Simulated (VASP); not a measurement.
# Ge3W (P4/mmm) in VASP: single point with PBE

Aim: the single point of Ge3W with PBE.

Everything below comes from runs of VASP 6.6.1. Logs are shortened: lines on timing, memory, paths and dates and some standing lists are left out, and cuts for length are marked.

## (1) The cell of the first run

Symmetry: P4/mmm, No. 123, tetragonal system. Conventional cell: a = 4.514 Å, b = 4.514 Å, c = 3.270 Å, α = 90.00°, β = 90.00°, γ = 90.00°. Within 3.7 Å of Ge (site symmetry mmm) lie 10 Ge at 2.79 to 3.27 Å and 4 W at 2.79 Å. Ge (site symmetry 4/mmm) has 10 Ge at 2.79 to 3.27 Å and 4 W at 3.19 Å within 3.7 Å. Within 3.7 Å of W (site symmetry 4/mmm) lie 12 Ge at 2.79 to 3.19 Å and 2 W at 3.27 Å.

## (2) Single point, PBE

Input file INCAR:

```
ALGO = Normal
EDIFF = 1E-6
ENCUT = 520
GGA = PE
ISIF = 2
ISMEAR = 0
LASPH = T
LCHARG = T
LELF = T
LREAL = F
LVHAR = T
LWAVE = F
NBANDS = 36
NELM = 80
PREC = Accurate
SIGMA = 0.1
```

Input file KPOINTS:

```
k-points
0
Gamma
  12 12 12
```

Input file POSCAR:

```
Ge3W
1.0
    4.5144940345      0.0000000000      0.0000000000
    0.0000000000      4.5144940345      0.0000000000
    0.0000000000      0.0000000000      3.2698276067
Ge W
3 1
Direct
    0.0000000000      0.5000000000      0.5000000000
    0.5000000000      0.0000000000      0.5000000000
    0.5000000000      0.5000000000      0.0000000000
    0.0000000000      0.0000000000      0.0000000000
```

Potentials or basis: VASP PAW PBE potentials, release 64 (Ge_d, W_sv).

Command:

```
$ cat potpaw_PBE.64/Ge_d/POTCAR potpaw_PBE.64/W_sv/POTCAR > POTCAR
$ mpirun -np 1 vasp_std > vasp.out
```

OUTCAR:

```text
EDIFF = 1E-6
   ENCUT = 520
   GGA = PE
   ISIF = 2
   ISMEAR = 0
   LASPH = T
   LREAL = F
   NELM = 80
   PREC = Accurate

 ion  position               nearest neighbor table
   1  0.000  0.500  0.500-   3 2.79   4 2.79   3 2.79   4 2.79   4 2.79   4 2.79   3 2.79   3 2.79

   2  0.500  0.000  0.500-   3 2.79   4 2.79   3 2.79   4 2.79   3 2.79   3 2.79   4 2.79   4 2.79

   3  0.500  0.500  0.000-   1 2.79   2 2.79   1 2.79   2 2.79   2 2.79   2 2.79   1 2.79   1 2.79
                             4 3.19   4 3.19   4 3.19   4 3.19
   4  0.000  0.000  0.000-   1 2.79   2 2.79   1 2.79   2 2.79   1 2.79   1 2.79   2 2.79   2 2.79
                             3 3.19   3 3.19   3 3.19   3 3.19

  LATTYP: Found a simple tetragonal cell.
 ALAT       =     4.5144940345
 C/A-ratio  =     0.7242954762

  Lattice vectors:

 A1 = (   4.5144940345,   0.0000000000,   0.0000000000)
 A2 = (   0.0000000000,   4.5144940345,   0.0000000000)
 A3 = (   0.0000000000,   0.0000000000,   3.2698276067)

Analysis of symmetry for initial positions (statically):
=====================================================================
 Subroutine PRICEL returns:
 Original cell was already a primitive cell.

 Routine SETGRP: Setting up the symmetry group for a
 simple tetragonal supercell.

 Subroutine GETGRP returns: Found 16 space group operations
 (whereof 16 operations were pure point group operations)
 out of a pool of 16 trial point group operations.

The static configuration has the point symmetry D_4h.

Analysis of symmetry for dynamics (positions and initial velocities):
=====================================================================
 Subroutine PRICEL returns:
 Original cell was already a primitive cell.

 Routine SETGRP: Setting up the symmetry group for a
 simple tetragonal supercell.

 Subroutine GETGRP returns: Found 16 space group operations
 (whereof 16 operations were pure point group operations)
 out of a pool of 16 trial point group operations.

The dynamic configuration has the point symmetry D_4h.

 Subroutine INISYM returns: Found 16 space group operations
 (whereof 16 operations are pure point group operations),
 and found     1 'primitive' translations

----------------------------------------------------------------------------------------

                                     Primitive cell

  volume of cell :      66.6412

  direct lattice vectors                    reciprocal lattice vectors
     4.514494035  0.000000000  0.000000000     0.221508765  0.000000000  0.000000000
     0.000000000  4.514494035  0.000000000     0.000000000  0.221508765  0.000000000
     0.000000000  0.000000000  3.269827607     0.000000000  0.000000000  0.305826521

  length of vectors
     4.514494035  4.514494035  3.269827607     0.221508765  0.221508765  0.305826521

  position of ions in fractional coordinates (direct lattice)
     0.000000000  0.500000000  0.500000000
     0.500000000  0.000000000  0.500000000
     0.500000000  0.500000000  0.000000000
     0.000000000  0.000000000  0.000000000

  ion indices of the primitive-cell ions
   primitive index   ion index
                 1           1
                 2           2
                 3           3
                 4           4

----------------------------------------------------------------------------------------

 KPOINTS: k-points

Automatic generation of k-mesh.
 Grid dimensions read from file:
 generate k-points for:   12   12   12

 Generating k-lattice:

  Cartesian coordinates                     Fractional coordinates (reciprocal lattice)
     0.018459064  0.000000000  0.000000000     0.083333333  0.000000000  0.000000000
     0.000000000  0.018459064  0.000000000     0.000000000  0.083333333  0.000000000
     0.000000000  0.000000000  0.025485543     0.000000000  0.000000000  0.083333333

  Length of vectors
     0.018459064  0.018459064  0.025485543

  Shift w.r.t. Gamma in fractional coordinates (k-lattice)
     0.000000000  0.000000000  0.000000000

 Subroutine IBZKPT returns following result:
 ===========================================

 Found    196 irreducible k-points:

 Following reciprocal coordinates:
            Coordinates               Weight
  0.000000  0.000000  0.000000      1.000000
  0.083333  0.000000  0.000000      4.000000
  0.166667  0.000000  0.000000      4.000000
  0.250000  0.000000  0.000000      4.000000
  0.333333  0.000000  0.000000      4.000000
  0.416667  0.000000  0.000000      4.000000
[... 16 lines left out ...]
  0.333333  0.333333  0.000000      4.000000
  0.416667  0.333333  0.000000      8.000000
 [... further k-points ...]
   k-points           NKPTS =    196   k-points in BZ     NKDIM =    196   number of bands    NBANDS=     36
   number of dos      NEDOS =    301   number of ions     NIONS =      4
   total plane-waves  NPLWV =  31104
   dimension x,y,z NGX =    36 NGY =   36 NGZ =   24
   dimension x,y,z NGXF=    72 NGYF=   72 NGZF=   48
   ions per type =               3   1
   NGX,Y,Z   is equivalent  to a cutoff of  13.26, 13.26, 12.20 a.u.
   NGXF,Y,Z  is equivalent  to a cutoff of  26.51, 26.51, 24.40 a.u.
 SYSTEM =  unknown system
   PREC   = accura    normal or accurate (medium, high low for compatibility)
   ISTART =      0    job   : 0-new  1-cont  2-samecut
   ICHARG =      2    charge: 1-file 2-atom 10-const
   ISPIN  =      1    spin polarized calculation?
   LNONCOLLINEAR =      F non collinear calculations
   LSORBIT =      F    spin-orbit coupling
   LASPH  =      T    aspherical Exc in radial PAW
   ENCUT  =  520.0 eV  38.22 Ry    6.18 a.u.   8.39  8.39  6.08*2*pi/ulx,y,z
   NELM   =     80;   NELMIN=  2; NELMDL= -5     # of ELM steps
   EDIFF  = 0.1E-05   stopping-criterion for ELM
   LREAL  =      F    real-space projection
   EDIFFG = 0.1E-04   stopping-criterion for IOM
   NSW    =      0    number of steps for IOM
   IBRION =     -1    ionic relax: 0-MD 1-quasi-New 2-CG
   NFREE  =      0    steps in history (QN), initial steepest desc. (CG)
   ISIF   =      2    stress and relaxation
   ISYM   =      2    0-nonsym 1-usesym 2-fastsym
   POTIM  = 0.5000    time-step for ionic-motion
   TEBEG  =    0.0;   TEEND  =   0.0 temperature during run
   PSTRESS=    0.0 pullay stress
   NELECT =      56.0000    total number of electrons
   NUPDOWN=      -1.0000    fix difference up-down
   EMIN   =  10.00;   EMAX   =-10.00  energy-range for DOS
   EFERMI =   0.00;   METHOD = LEGACY
   ISMEAR =     0;   SIGMA  =   0.10  broadening in eV -4-tet -1-fermi 0-gaus
   EFERMI_NEDOS =   21; number of points for ismear=-14 and -15
   IALGO  =     38    algorithm
   IMIX   =      4    mixing-type and parameters
     AMIX     =   0.40;   BMIX     =  1.00
     AMIX_MAG =   1.60;   BMIX_MAG =  1.00
  volume/ion in A,a.u.               =      16.66       112.43
  Fermi-wavevector in a.u.,A,eV,Ry     =   1.544863  2.919367 32.471666  2.386600
  Thomas-Fermi vector in A             =   2.650323
   LORBIT       =      0    0 simple, 1 ext, 2 COOP (PROOUT), +10 PAW based schemes
   GGA     = PE    functional components
   LHFCALC =     F    Hartree Fock is set to
   AEXX    =    0.0000 exact exchange contribution
   IVDW    =     0    specifies the selected vdW correction
   LEPSILON=     F    determine dielectric tensor
   LRPA    =     F    only Hartree local field effects (RPA)
 non-spin polarized calculation
 Gauss-broadening in eV      SIGMA  =   0.10
  energy-cutoff  :      520.00
  volume of cell :       66.64
 maximum number of plane-waves:      1813
 NGX is ok and might be reduce to    36
   NGX = 17   NGY = 17   NGZ = 13

 number of electron      55.9999955 magnetization

 Free energy of the ion-electron system (eV)
  ---------------------------------------------------
  ext. energy  EPLUGINS =         0.00000000
  ---------------------------------------------------
  free energy    TOTEN  =       -24.17685643 eV

  energy without entropy =      -24.16472657  energy(sigma->0) =      -24.17079150

 E-fermi :   8.8802     XC(G=0): -12.3090

 val. band max:        8.8761265146   @ k =   0.5000   0.1667   0.0833
 cond. band min:       8.8806435036   @ k =   0.5000   0.1667   0.5000
 fundamental gap:      0.0045169890
 Fermi energy:         8.8801925955

 k-point     1 :       0.0000    0.0000    0.0000
  band No.  band energies     occupation
      1     -65.3995      2.00000
      2     -29.5963      2.00000
      3     -29.5963      2.00000
      4     -29.5258      2.00000
      5     -15.9978      2.00000
      6     -15.9891      2.00000
[... 28 lines left out ...]
     35      16.4545      0.00000
     36      16.8565      0.00000

 k-point     2 :       0.0833    0.0000    0.0000
  band No.  band energies     occupation
      1     -65.3995      2.00000
      2     -29.5967      2.00000
      3     -29.5963      2.00000
      4     -29.5258      2.00000
      5     -15.9962      2.00000
      6     -15.9890      2.00000
[... 28 lines left out ...]
     35      16.2486      0.00000
     36      16.2657      0.00000

 k-point     3 :       0.1667    0.0000    0.0000
  band No.  band energies     occupation
      1     -65.3995      2.00000
      2     -29.5978      2.00000
      3     -29.5963      2.00000
      4     -29.5259      2.00000
      5     -15.9917      2.00000
      6     -15.9887      2.00000
[... 28 lines left out ...]
     35      15.4734      0.00000
     36      15.9195      0.00000
[... 742 lines left out ...]
 k-point    23 :       0.3333    0.3333    0.0000
  band No.  band energies     occupation
      1     -65.3994      2.00000
      2     -29.6005      2.00000
      3     -29.6004      2.00000
      4     -29.5264      2.00000
      5     -15.9608      2.00000
      6     -15.9458      2.00000
[... 28 lines left out ...]
     35      14.5382      0.00000
     36      14.8120      0.00000

 k-point    24 :       0.4167    0.3333    0.0000
  band No.  band energies     occupation
      1     -65.3994      2.00000
      2     -29.6015      2.00000
      3     -29.6004      2.00000
      4     -29.5265      2.00000
      5     -15.9549      2.00000
      6     -15.9445      2.00000
[... 28 lines left out ...]
     35      14.8922      0.00000
     36      14.9401      0.00000

 [... further k-points ...]

------------------------ aborting loop because EDIFF is reached ----------------------------------------

  FORCE on cell =-STRESS in cart. coord.  units (eV):
  Direction    XX          YY          ZZ          XY          YZ          ZX
  --------------------------------------------------------------------------------------
  -------------------------------------------------------------------------------------
  Total        0.0271971      0.0271971      0.0086874      0.0000000     -0.0000000      0.0000000
  in kB        0.6538687      0.6538687      0.2088617      0.0000000     -0.0000000      0.0000000
  external PRESSURE =       0.5055330 kB  Pullay stress =       0.0000000 kB

 VOLUME and BASIS-vectors are now :
 -----------------------------------------------------------------------------
  energy-cutoff  :      520.00
  volume of cell :       66.64
      direct lattice vectors                 reciprocal lattice vectors
     4.514494035  0.000000000  0.000000000     0.221508765  0.000000000  0.000000000
     0.000000000  4.514494035  0.000000000     0.000000000  0.221508765  0.000000000
     0.000000000  0.000000000  3.269827607     0.000000000  0.000000000  0.305826521

 POSITION                                       TOTAL-FORCE (eV/Angst)
 -----------------------------------------------------------------------------------
      0.00000      2.25725      1.63491         0.000000      0.000000      0.000000
      2.25725      0.00000      1.63491         0.000000      0.000000      0.000000
      2.25725      2.25725      0.00000         0.000000      0.000000      0.000000
      0.00000      0.00000      0.00000         0.000000      0.000000      0.000000
 -----------------------------------------------------------------------------------
    total drift:                                0.000000      0.000000      0.000000

  FREE ENERGIE OF THE ION-ELECTRON SYSTEM (eV)
  ---------------------------------------------------
  free  energy   TOTEN  =       -24.1768564252 eV

  energy  without entropy=      -24.1647265715  energy(sigma->0) =      -24.17079150
```

Wall time 3.8 min (1 thread of Intel Xeon Platinum 8375C at 2.90GHz (Ice Lake), shared host); peak memory 0.46 GiB.

Results:

- Free energy: -24.1769 eV
- Pressure: 0.1 GPa
- Band gap on the k mesh: zero (bands 28 and 29 overlap by 1.53 eV)

Caveat: spin-orbit coupling is left out, which moves the levels of the heavy elements.
